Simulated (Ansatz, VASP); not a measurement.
## B2As in VASP and in Ansatz

INCAR

```
SYSTEM = B2As
ALGO = Normal ; EDIFF = 1E-7
ENCUT = 520 ; GGA = PE
ISIF = 2 ; ISMEAR = 0
LASPH = .TRUE. ; LCHARG = .FALSE.
LREAL = .FALSE. ; LWAVE = .FALSE.
NBANDS = 20 ; NELM = 60
PREC = Accurate ; SIGMA = 0.1
```

KPOINTS

```
k-points
0
G
  6 6 4
  0 0 0
```

The input POSCAR:

```
B2As
1.0
    2.3073088100     -2.3958466100      0.0000000000
    2.3073088100      2.3958466100      0.0000000000
   -0.8366727800      0.0000000000      5.2341251400
B As
4 2
Direct
    0.1584272600      0.4526645600      0.3780588900
    0.5473354400      0.8415727400      0.1219411100
    0.8415727400      0.5473354400      0.6219411100
    0.4526645600      0.1584272600      0.8780588900
    0.0000000000      0.5000000000      0.0000000000
    0.5000000000      0.0000000000      0.5000000000
```

Input for Ansatz:

```yaml
crystal:
  lattice:
    - [2.30730881, -2.39584661, 0.0]
    - [2.30730881, 2.39584661, 0.0]
    - [-0.83667278, 0.0, 5.23412514]
  atoms:
    - { symbol: B, position: [0.15842726, 0.45266456, 0.37805889] }
    - { symbol: B, position: [0.54733544, 0.84157274, 0.12194111] }
    - { symbol: B, position: [0.84157274, 0.54733544, 0.62194111] }
    - { symbol: B, position: [0.45266456, 0.15842726, 0.87805889] }
    - { symbol: As, position: [0.0, 0.5, 0.0] }
    - { symbol: As, position: [0.5, 0.0, 0.5] }
basis:
  ecutwfc: 420
kpoints:
  mp_grid: { grid: [6, 6, 4] }
hamiltonian:
  xc: pbe
scf:
  occupations: { method: gaussian, width: 0.1 }
  lower_state_search: "off"
output:
  forces: true
  stress: true
  eigenvalues: true
```

Alike in both runs: task single point; functional PBE; k mesh 6 × 6 × 4; occupations gaussian, width 0.1 eV; no spin polarisation.

|  | VASP | Ansatz |
| --- | --- | --- |
| version | VASP 6.6.1 | Ansatz 0.2.0 |
| potentials or method | VASP PAW PBE potentials, release 64 (B, As), cutoff 520 eV | scalar-relativistic, plane waves, PAW |
| valence electrons in the cell | 22 | 42 |

VASP gave:

* gap on the k mesh at the Fermi level (eV): none
* rms of the force components (eV/Å): 1.113

Q: Estimate Ansatz's values.

A: gap on the k mesh at the Fermi level (eV): none; rms of the force components (eV/Å): 1.094.

Atom by atom the forces differ by 0.022 eV/Å (rms over components). A gap of «none» marks a metal or a gap that the smearing closes. VASP's potentials hold 22 valence electrons a cell and Ansatz's 42, so a difference there can come from the potentials and not from the codes.
